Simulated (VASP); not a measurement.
Write the native input for VASP 6.6.1 that does the following.

| Quantity | Value |
| --- | --- |
| Task | single point |
| Functional | PBEsol |
| Potentials or basis | VASP PAW PBE potentials, release 64 (Ta_pv, N) |
| Cutoff | 520 eV |
| k mesh | 6 × 6 × 4 |
| Occupations | methfessel-paxton, width 0.12 eV |
| Spin | collinear spin, zero start |
| Starting moments | [0.0, 0.0, 0.0] μB |
| Dipole correction | no |
| Further INCAR settings | ALGO = Normal; EDIFF = 1e-06; NBANDS = 24 |

The structure of Ta2N lies in POSCAR:

```
Ta2N
1.0
    3.1128615060      0.0000000000      0.0000000000
   -1.5564307530      2.6958171426      0.0000000000
    0.0000000000      0.0000000000      4.8698410000
Ta N
2 1
Direct
    0.6666666667      0.3333333333      0.7452890000
    0.3333333333      0.6666666667      0.2547110000
    0.0000000000      0.0000000000      0.0000000000
```

One way to write it, as run:

INCAR

```
PREC = Accurate
ENCUT = 520
EDIFF = 1E-6
ISMEAR = 1
SIGMA = 0.12
LREAL = F
LASPH = T
NELM = 150
ALGO = Normal
ISIF = 2
LWAVE = F
LCHARG = F
ISPIN = 2
MAGMOM = 0 0 0
LORBIT = 11
LMAXMIX = 4
GGA = PS
NBANDS = 24
```

KPOINTS

```
regular mesh
0
Gamma
  6 6 4
```

Potentials or basis: VASP PAW PBE potentials, release 64 (Ta_pv, N).

The run is started by

```sh
$ cat potpaw_PBE.64/Ta_pv/POTCAR potpaw_PBE.64/N/POTCAR > POTCAR
$ mpirun -np 1 vasp_std > vasp.out
```

It gave:

```json
{
  "Pressure": "-8.6 GPa",
  "Largest force": "0.507 eV/Å",
  "Net moment": "0.00 μB per cell",
  "Valence electrons inside the program's atomic spheres": "Ta 8.88; N 3.72"
}
```

Caveat: the k points lie up to 0.39 Å⁻¹ apart; the PAW data sets were made with another functional, which shifts forces and pressure a little.

Run time: 47 s on 1 thread of Intel(R) Xeon(R) Platinum 8488C (Sapphire Rapids), with other jobs on the host, peak memory 0.19 GiB.
